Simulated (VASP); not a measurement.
# KNaBO3 (C2/m) in VASP: single point with PBE

Aim: the single point of KNaBO3 with PBE.

Everything below comes from runs of VASP 6.6.1. Logs are shortened: lines on timing, memory, paths and dates and some standing lists are left out, and cuts for length are marked.

## 1. The cell of the first run

The structure is monoclinic, space group C2/m (No. 12). The conventional cell has a = 9.661 Å, b = 5.619 Å, c = 6.237 Å, α = 90.00°, β = 98.95°, γ = 90.00°. B (site symmetry m) has 3 O at 1.38 to 1.41 Å within 1.8 Å. O (site symmetry m) has 1 B at 1.41 Å within 1.9 Å. Within 1.8 Å of O (site symmetry 1) lie 1 B at 1.38 Å. K (site symmetry m) has 12 O at 2.79 to 3.92 Å and 5 B at 3.03 to 3.23 Å and 6 Na at 3.37 to 3.77 Å and 1 K at 4.07 Å within 4.1 Å. Within 3.5 Å of Na (site symmetry 2/m) lie 6 O at 2.39 to 2.57 Å and 2 Na at 3.12 Å and 2 B at 3.33 Å and 4 K at 3.47 Å. Within 3.2 Å of Na (site symmetry 2/m) lie 6 O at 2.40 to 2.51 Å and 2 Na at 3.12 Å.

## 2. Single point, PBE

INCAR reads:

```
ALGO     = Normal         # electronic algorithm
EDIFF    = 1E-6           # SCF threshold, eV
ENCUT    = 600            # plane-wave cutoff, eV
GGA      = PE             # functional
GGA_COMPAT= False        
ISIF     = 2              # what is computed and relaxed
ISMEAR   = 1              # smearing method
LASPH    = True           # aspherical terms in the spheres
LCHARG   = False          # write CHGCAR
LREAL    = False          # projectors in reciprocal space
LWAVE    = False          # write WAVECAR
NBANDS   = 49             # bands
NELM     = 120            # most SCF steps
PREC     = Accurate       # precision mode
SIGMA    = 0.1249         # smearing width, eV
```

KPOINTS reads:

```
k-points
0
Gamma
  5 5 4
```

POSCAR reads:

```
KNaBO3
1.0
    4.8302890000      2.8094590000      0.0000000000
    4.8302890000     -2.8094590000      0.0000000000
    0.9703520000      0.0000000000     -6.1613500000
B O K Na
2 6 2 2
Direct
    0.8321000000      0.8321000000      0.7574000000
    0.1679000000      0.1679000000      0.2426000000
    0.7022000000      0.7022000000      0.6795000000
    0.2978000000      0.2978000000      0.3205000000
    0.6854000000      0.1102000000      0.7904000000
    0.8898000000      0.3146000000      0.2096000000
    0.3146000000      0.8898000000      0.2096000000
    0.1102000000      0.6854000000      0.7904000000
    0.1665500000      0.1665500000      0.7566500000
    0.8334500000      0.8334500000      0.2433500000
    0.5000000000      0.5000000000      0.0000000000
    0.5000000000      0.5000000000      0.5000000000
```

Potentials or basis: VASP PAW PBE potentials, release 64 (B, O, K_sv, Na_pv).

Command:

```sh
cat potpaw_PBE.64/B/POTCAR potpaw_PBE.64/O/POTCAR potpaw_PBE.64/K_sv/POTCAR potpaw_PBE.64/Na_pv/POTCAR > POTCAR
mpirun -np 1 vasp_std > vasp.out
```

OUTCAR:

```text
EDIFF = 1E-6
   ENCUT = 600
   GGA = PE
   ISIF = 2
   ISMEAR = 1
   LASPH = True
   LREAL = False
   NELM = 120
   PREC = Accurate

 ion  position               nearest neighbor table
   1  0.832  0.832  0.757-   5 1.38   8 1.38   3 1.41
   2  0.168  0.168  0.243-   6 1.38   7 1.38   4 1.41
   3  0.702  0.702  0.679-   1 1.41  10 2.82   9 2.86   9 2.86
   4  0.298  0.298  0.321-   2 1.41   9 2.82  10 2.86  10 2.86
   5  0.685  0.110  0.790-   1 1.38   9 2.79   9 2.84
   6  0.890  0.315  0.210-   2 1.38  10 2.79  10 2.84
   7  0.315  0.890  0.210-   2 1.38  10 2.79  10 2.84
   8  0.110  0.685  0.790-   1 1.38   9 2.79   9 2.84
   9  0.167  0.167  0.757-   5 2.79   8 2.79   4 2.82   5 2.84   8 2.84   3 2.86   3 2.86
  10  0.833  0.833  0.243-   6 2.79   7 2.79   3 2.82   6 2.84   7 2.84   4 2.86   4 2.86
  11  0.500  0.500  0.000-
  12  0.500  0.500  0.500-

  LATTYP: Found a base centered monoclinic cell.
 ALAT       =     9.6605780000
 B/A-ratio  =     0.5816337283
 C/A-ratio  =     0.6456438142
 COS(beta)  =    -0.1555726321

  Lattice vectors:

 A1 = (  -4.8302890000,  -2.8094590000,   0.0000000000)
 A2 = (  -4.8302890000,   2.8094590000,   0.0000000000)
 A3 = (   0.9703520000,   0.0000000000,  -6.1613500000)

Analysis of symmetry for initial positions (statically):
=====================================================================
 Subroutine PRICEL returns:
 Original cell was already a primitive cell.

 Routine SETGRP: Setting up the symmetry group for a
 base centered monoclinic supercell.

 Subroutine GETGRP returns: Found  4 space group operations
 (whereof  4 operations were pure point group operations)
 out of a pool of  4 trial point group operations.

The static configuration has the point symmetry C_2h.

Analysis of symmetry for dynamics (positions and initial velocities):
=====================================================================
 Subroutine PRICEL returns:
 Original cell was already a primitive cell.

 Routine SETGRP: Setting up the symmetry group for a
 base centered monoclinic supercell.

 Subroutine GETGRP returns: Found  4 space group operations
 (whereof  4 operations were pure point group operations)
 out of a pool of  4 trial point group operations.

The dynamic configuration has the point symmetry C_2h.

 Subroutine INISYM returns: Found  4 space group operations
 (whereof  4 operations are pure point group operations),
 and found     1 'primitive' translations

----------------------------------------------------------------------------------------

                                     Primitive cell

  volume of cell :     167.2252

  direct lattice vectors                    reciprocal lattice vectors
     4.830289000  2.809459000  0.000000000     0.103513475  0.177970207  0.016302354
     4.830289000 -2.809459000  0.000000000     0.103513475 -0.177970207  0.016302354
     0.970352000  0.000000000 -6.161350000     0.000000000  0.000000000 -0.162302093

  length of vectors
     5.587911210  5.587911210  6.237292428     0.206528935  0.206528935  0.162302093

  position of ions in fractional coordinates (direct lattice)
     0.832100000  0.832100000  0.757400000
     0.167900000  0.167900000  0.242600000
     0.702200000  0.702200000  0.679500000
     0.297800000  0.297800000  0.320500000
     0.685400000  0.110200000  0.790400000
     0.889800000  0.314600000  0.209600000
     0.314600000  0.889800000  0.209600000
     0.110200000  0.685400000  0.790400000
     0.166550000  0.166550000  0.756650000
     0.833450000  0.833450000  0.243350000
     0.500000000  0.500000000  0.000000000
     0.500000000  0.500000000  0.500000000

  ion indices of the primitive-cell ions
   primitive index   ion index
                 1           1
                 2           2
                 3           3
                 4           4
                 5           5
                 6           6
                 7           7
                 8           8
                 9           9
                10          10
                11          11
                12          12

----------------------------------------------------------------------------------------

 KPOINTS: k-points

Automatic generation of k-mesh.
 Grid dimensions read from file:
 generate k-points for:    5    5    4

 Generating k-lattice:

  Cartesian coordinates                     Fractional coordinates (reciprocal lattice)
     0.020702695  0.035594041  0.003260471     0.200000000  0.000000000 -0.000000000
     0.020702695 -0.035594041  0.003260471     0.000000000  0.200000000 -0.000000000
     0.000000000  0.000000000 -0.040575523     0.000000000  0.000000000  0.250000000

  Length of vectors
     0.041305787  0.041305787  0.040575523

  Shift w.r.t. Gamma in fractional coordinates (k-lattice)
     0.000000000  0.000000000  0.000000000

 Subroutine IBZKPT returns following result:
 ===========================================

 Found     33 irreducible k-points:

 Following reciprocal coordinates:
            Coordinates               Weight
  0.000000  0.000000  0.000000      1.000000
  0.200000  0.000000 -0.000000      4.000000
  0.400000  0.000000 -0.000000      4.000000
  0.200000  0.200000 -0.000000      2.000000
  0.400000  0.200000  0.000000      4.000000
 -0.400000  0.200000 -0.000000      4.000000
[... 16 lines left out ...]
 -0.200000 -0.400000  0.250000      4.000000
 -0.200000 -0.200000  0.250000      2.000000
 [... further k-points ...]
   k-points           NKPTS =     33   k-points in BZ     NKDIM =     33   number of bands    NBANDS=     49
   number of dos      NEDOS =    301   number of ions     NIONS =     12
   total plane-waves  NPLWV = 115200
   dimension x,y,z NGX =    48 NGY =   48 NGZ =   50
   dimension x,y,z NGXF=    96 NGYF=   96 NGZF=  100
   ions per type =               2   6   2   2
   NGX,Y,Z   is equivalent  to a cutoff of  14.28, 14.28, 13.33 a.u.
   NGXF,Y,Z  is equivalent  to a cutoff of  28.56, 28.56, 26.65 a.u.
 SYSTEM =  unknown system
   PREC   = accura    normal or accurate (medium, high low for compatibility)
   ISTART =      0    job   : 0-new  1-cont  2-samecut
   ICHARG =      2    charge: 1-file 2-atom 10-const
   ISPIN  =      1    spin polarized calculation?
   LNONCOLLINEAR =      F non collinear calculations
   LSORBIT =      F    spin-orbit coupling
   LASPH  =      T    aspherical Exc in radial PAW
   ENCUT  =  600.0 eV  44.10 Ry    6.64 a.u.  11.16 11.16 12.46*2*pi/ulx,y,z
   NELM   =    120;   NELMIN=  2; NELMDL= -5     # of ELM steps
   EDIFF  = 0.1E-05   stopping-criterion for ELM
   LREAL  =      F    real-space projection
[... 7 lines left out ...]
   TEBEG  =    0.0;   TEEND  =   0.0 temperature during run
   PSTRESS=    0.0 pullay stress
   NELECT =      74.0000    total number of electrons
   NUPDOWN=      -1.0000    fix difference up-down
   EMIN   =  10.00;   EMAX   =-10.00  energy-range for DOS
   EFERMI =   0.00;   METHOD = LEGACY
   ISMEAR =     1;   SIGMA  =   0.12  broadening in eV -4-tet -1-fermi 0-gaus
   EFERMI_NEDOS =   21; number of points for ismear=-14 and -15
   IALGO  =     38    algorithm
   IMIX   =      4    mixing-type and parameters
     AMIX     =   0.40;   BMIX     =  1.00
     AMIX_MAG =   1.60;   BMIX_MAG =  1.00
  volume/ion in A,a.u.               =      13.94        94.04
  Fermi-wavevector in a.u.,A,eV,Ry     =   1.247531  2.357493 21.175220  1.556335
  Thomas-Fermi vector in A             =   2.381659
   LORBIT       =      0    0 simple, 1 ext, 2 COOP (PROOUT), +10 PAW based schemes
   GGA     = PE    functional components
   LHFCALC =     F    Hartree Fock is set to
   AEXX    =    0.0000 exact exchange contribution
   IVDW    =     0    specifies the selected vdW correction
   LEPSILON=     F    determine dielectric tensor
   LRPA    =     F    only Hartree local field effects (RPA)
 non-spin polarized calculation
 Methfessel and Paxton  Order N= 1 SIGMA  =   0.12
  energy-cutoff  :      600.00
  volume of cell :      167.23
 maximum number of plane-waves:      5599
 NGX is ok and might be reduce to    48
   NGX = 23   NGY = 23   NGZ = 25

 number of electron      73.9999982 magnetization

 Free energy of the ion-electron system (eV)
  ---------------------------------------------------
  ext. energy  EPLUGINS =         0.00000000
  ---------------------------------------------------
  free energy    TOTEN  =       -70.10764648 eV

  energy without entropy =      -70.09275700  energy(sigma->0) =      -70.10268332

 E-fermi :  -0.4652     XC(G=0):  -9.0096

 val. band max:       -0.4765509620   @ k =  -0.4000   0.2000   0.5000
 cond. band min:      -0.4611134505   @ k =  -0.4000   0.4000   0.2500
 fundamental gap:      0.0154375115
 Fermi energy:        -0.4651861268

 k-point     1 :       0.0000    0.0000    0.0000
  band No.  band energies     occupation
      1     -27.9427      2.00000
      2     -27.9258      2.00000
      3     -21.5560      2.00000
      4     -21.5364      2.00000
      5     -21.5310      2.00000
      6     -21.3618      2.00000
[... 41 lines left out ...]
     48       9.3131      0.00000
     49       9.5423      0.00000

 k-point     2 :       0.2000    0.0000   -0.0000
  band No.  band energies     occupation
      1     -27.9408      2.00000
      2     -27.9265      2.00000
      3     -21.5551      2.00000
      4     -21.5371      2.00000
      5     -21.5314      2.00000
      6     -21.3621      2.00000
[... 1136 lines left out ...]
 k-point    24 :      -0.2000   -0.2000    0.2500
  band No.  band energies     occupation
      1     -27.9367      2.00000
      2     -27.9303      2.00000
      3     -21.5463      2.00000
      4     -21.5359      2.00000
      5     -21.5295      2.00000
      6     -21.3652      2.00000
[... 41 lines left out ...]
     48       9.7271      0.00000
     49       9.7582      0.00000

 [... further k-points ...]

------------------------ aborting loop because EDIFF is reached ----------------------------------------

  FORCE on cell =-STRESS in cart. coord.  units (eV):
  Direction    XX          YY          ZZ          XY          YZ          ZX
  --------------------------------------------------------------------------------------
  -------------------------------------------------------------------------------------
  Total       -3.4740684     -1.2402304      0.2957156      0.0000000      0.0000000      1.6879286
  in kB      -33.2848999    -11.8825939      2.8332383      0.0000000      0.0000000     16.1719715
  external PRESSURE =     -14.1114185 kB  Pullay stress =       0.0000000 kB

 VOLUME and BASIS-vectors are now :
 -----------------------------------------------------------------------------
  energy-cutoff  :      600.00
  volume of cell :      167.23
      direct lattice vectors                 reciprocal lattice vectors
     4.830289000  2.809459000  0.000000000     0.103513475  0.177970207  0.016302354
     4.830289000 -2.809459000  0.000000000     0.103513475 -0.177970207  0.016302354
     0.970352000  0.000000000 -6.161350000     0.000000000  0.000000000 -0.162302093

 POSITION                                       TOTAL-FORCE (eV/Angst)
 -----------------------------------------------------------------------------------
      8.77351      0.00000     -4.66661        -0.588369      0.000000      0.698118
      1.85742      0.00000     -1.49474         0.588369      0.000000     -0.698118
      7.44301      0.00000     -4.18664         1.261003      0.000000     -0.722664
      3.18792      0.00000     -1.97471        -1.261003      0.000000      0.722664
      4.60994      1.61600     -4.86993        -0.291299      0.476418      0.045897
      6.02099      1.61600     -1.29142         0.291299      0.476418     -0.045897
      6.02099     -1.61600     -1.29142         0.291299     -0.476418     -0.045897
      4.60994     -1.61600     -4.86993        -0.291299     -0.476418      0.045897
      2.34319      0.00000     -4.66199        -0.059862      0.000000      0.036871
      8.28774      0.00000     -1.49936         0.059862      0.000000     -0.036871
      4.83029      0.00000      0.00000         0.000000      0.000000      0.000000
      5.31546      0.00000     -3.08067         0.000000      0.000000      0.000000
 -----------------------------------------------------------------------------------
    total drift:                                0.000000      0.000000     -0.000000

  FREE ENERGIE OF THE ION-ELECTRON SYSTEM (eV)
  ---------------------------------------------------
  free  energy   TOTEN  =       -70.1076464756 eV

  energy  without entropy=      -70.0927570045  energy(sigma->0) =      -70.10268332
```

Run time: 9.5 min. Hardware: 1 thread of Intel Xeon 8259CL, shared host; peak memory 0.5 GiB.

What came out:

- Free energy: -70.1076 eV
- Pressure: -1.4 GPa
- Largest force: 1.453 eV/Å
- Band gap on the k mesh: zero (bands 37 and 38 overlap by 0.21 eV)

Forces in eV/Å, atoms in the order of the input:
```
B   -0.588  0.000  0.698
B    0.588  0.000 -0.698
O    1.261  0.000 -0.723
O   -1.261  0.000  0.723
O   -0.291  0.476  0.046
O    0.291  0.476 -0.046
O    0.291 -0.476 -0.046
O   -0.291 -0.476  0.046
K   -0.060  0.000  0.037
K    0.060  0.000 -0.037
Na   0.000  0.000  0.000
Na   0.000  0.000  0.000
```

Levels at points of the mesh, in eV from the Fermi level:
```csv
k point,band 35,band 36,band 37,band 38,band 39,band 40
"(0.00, 0.00, 0.00)",-0.69,-0.58,0.18,0.25,4.88,7.36
"(0.00, 0.00, 0.50)",-0.61,-0.53,0.16,0.23,6.52,6.75
```

Caveat: forces of over 1 eV/Å act on the atoms, so gaps and moduli don't describe the material at rest.
